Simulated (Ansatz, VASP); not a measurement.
# Two plane-wave programs on TaN

```
Ta N
1.0
     0.00000    2.20863    2.20863
     2.20863    0.00000    2.20863
     2.20863    2.20863    0.00000
Ta N
1 1
Direct
  0.50000 0.50000 0.50000
  0.00000 0.00000 0.00000
```

Alike in both runs: task single point; functional PBE; k mesh 26 × 26 × 26; occupations gaussian, width 0.15 eV; no spin polarisation.

|  | VASP | Ansatz |
| --- | --- | --- |
| version | VASP 6.6.1 | Ansatz 0.2.0 |
| potentials or method | VASP PAW PBE potentials, release 64 (Ta_pv, N), cutoff 520 eV | scalar-relativistic, plane waves, PAW |
| valence electrons in the cell | 16 | 18 |

|  | VASP | Ansatz | Ansatz less VASP |
| --- | --- | --- | --- |
| gap on the k mesh at the Fermi level (eV) | none | none | - |
| pressure (GPa) | 0.7 | -0.1 | -0.78 |

A gap of «none» marks a metal or a gap that the smearing closes. The functional is the same, so the differences come from potentials, cutoffs and numerics. VASP's potentials hold 16 valence electrons a cell and Ansatz's 18, so a difference there can come from the potentials and not from the codes.

Neither program's run includes spin-orbit coupling.
